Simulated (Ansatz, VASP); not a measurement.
SnTe: VASP beside Ansatz

INCAR

```
SYSTEM = SnTe
PREC = Accurate
ENCUT = 500
EDIFF = 1E-6
ISMEAR = 0
SIGMA = 0.01
LREAL = .False.
LASPH = .True.
NELM = 120
ALGO = Normal
ISIF = 2
LWAVE = .False.
LCHARG = .False.
GGA = PE
NBANDS = 17
GGA_COMPAT = .False.
```

Contents of KPOINTS:

```
Automatic mesh
0
Gamma
  6 6 6
  0 0 0
```

The input POSCAR:

```
SnTe
1.0
    0.0000000000      3.1508500000      3.1508500000
    3.1508500000      0.0000000000      3.1508500000
    3.1508500000      3.1508500000      0.0000000000
Sn Te
1 1
Direct
    0.0000000000      0.0000000000      0.0000000000
    0.5000000000      0.5000000000      0.5000000000
```

Input for Ansatz:

```yaml
crystal:
  lattice:
    - [0.0, 3.15085, 3.15085]
    - [3.15085, 0.0, 3.15085]
    - [3.15085, 3.15085, 0.0]
  atoms:
    - { symbol: Sn, position: [0.0, 0.0, 0.0] }
    - { symbol: Te, position: [0.5, 0.5, 0.5] }
kpoints:
  mp_grid:
    grid: [6, 6, 6]
    shift: [0.0, 0.0, 0.0]
hamiltonian:
  xc: pbe
  pseudopotentials:
    kind: all_electron
    lapw: {}
scf:
  occupations:
    method: fixed
output:
  forces: true
  stress: true
  eigenvalues: true
```

Alike in both runs: task single point; functional PBE; k mesh 6 × 6 × 6; no spin polarisation.

```csv
,VASP,Ansatz
version,VASP 6.6.1,Ansatz 0.2.0
potentials or method,"VASP PAW PBE potentials, release 64 (Sn_d, Te), cutoff 500 eV",all-electron (LAPW or listed datasets)
occupations,"gaussian, width 0.01 eV",fixed
```

```tsv
	VASP	Ansatz	Ansatz less VASP
gap on the k mesh at the Fermi level (eV)	0.10	0.10	0.000
pressure (GPa)	2.2	2.2	+0.03
```

Ansatz ran all-electron here, and VASP with PAW potentials.

Spin-orbit coupling is off throughout.
